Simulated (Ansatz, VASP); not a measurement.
Ta in VASP and in Ansatz

POSCAR

```
Ta
1.0
    4.8493108846      0.0000000000      0.0000000000
   -2.4246554423      4.1996264169      0.0000000000
    0.0000000000      0.0000000000      2.7122333654
Ta
3
Direct
    1.0000000000      0.0000000000      0.0000000000
    0.3333333333      0.6666666667      0.5000000000
    0.6666666667      0.3333333333      0.5000000000
```

The input INCAR.step1:

```
ALGO = Normal
EDIFF = 1E-4
ENCUT = 520
GGA = PE
ISMEAR = -1
LASPH = True
LCHARG = False
LREAL = False
LWAVE = True
NBANDS = 24
NELM = 80
PREC = Accurate
SIGMA = 0.1
```

Contents of INCAR.step2:

```
ALGO = Normal
EDIFF = 1E-7
ENCUT = 520
ISIF = 2
ISMEAR = -1
ISTART = 1
LASPH = True
LCHARG = True
LELF = True
LMIXTAU = True
LREAL = False
LVHAR = True
LWAVE = False
METAGGA = R2SCAN
NBANDS = 24
NELM = 80
PREC = Accurate
SIGMA = 0.1
```

Contents of KPOINTS:

```
k-points
0
Gamma
  9 9 13
```

Input for Ansatz:

```yaml
crystal:
  lattice:
    - [4.8493108846, 0.0, 0.0]
    - [-2.4246554423, 4.1996264169, 0.0]
    - [0.0, 0.0, 2.7122333654]
  atoms:
    - { symbol: Ta, position: [1.0, 0.0, 0.0] }
    - { symbol: Ta, position: [0.3333333333, 0.6666666667, 0.5] }
    - { symbol: Ta, position: [0.6666666667, 0.3333333333, 0.5] }
hamiltonian:
  xc: r2scan
  pseudopotentials:
    kind: paw
    azcp:
      Ta: "pseudopotentials/Ta.paw.azcp"
basis:
  ecutwfc: 500
  fft_grid_basis: typed
kpoints:
  mp_grid: { grid: [9, 9, 13], shift: [0, 0, 0] }
magnetization:
  spin_polarized: false
scf:
  occupations: { method: fermi_dirac, width: 0.1 }
  lower_state_search: "off"
output:
  stress: true
```

Alike in both runs: task single point; functional r2SCAN; k mesh 9 × 9 × 13; occupations fermi-dirac, width 0.1 eV; no spin polarisation.

|  | VASP | Ansatz |
| --- | --- | --- |
| version | VASP 6.6.1 | Ansatz 0.2.0 |
| potentials or method | VASP PAW PBE potentials, release 64 (Ta_pv), cutoff 520 eV | plane waves (500 eV) with PAW, scalar-relativistic |
| valence electrons in the cell | 33 | 39 |

|  | VASP | Ansatz | Ansatz less VASP |
| --- | --- | --- | --- |
| pressure (GPa) | 0.6 | 0.0 | -0.66 |
| traceless stress, the component that is largest in VASP (GPa) | -0.25 | -0.30 | -0.048 |

VASP's potentials were made for PBE, not for r2SCAN. VASP's potentials hold 33 valence electrons a cell and Ansatz's 39, so a difference there can come from the potentials and not from the codes.

Spin-orbit coupling is off throughout.
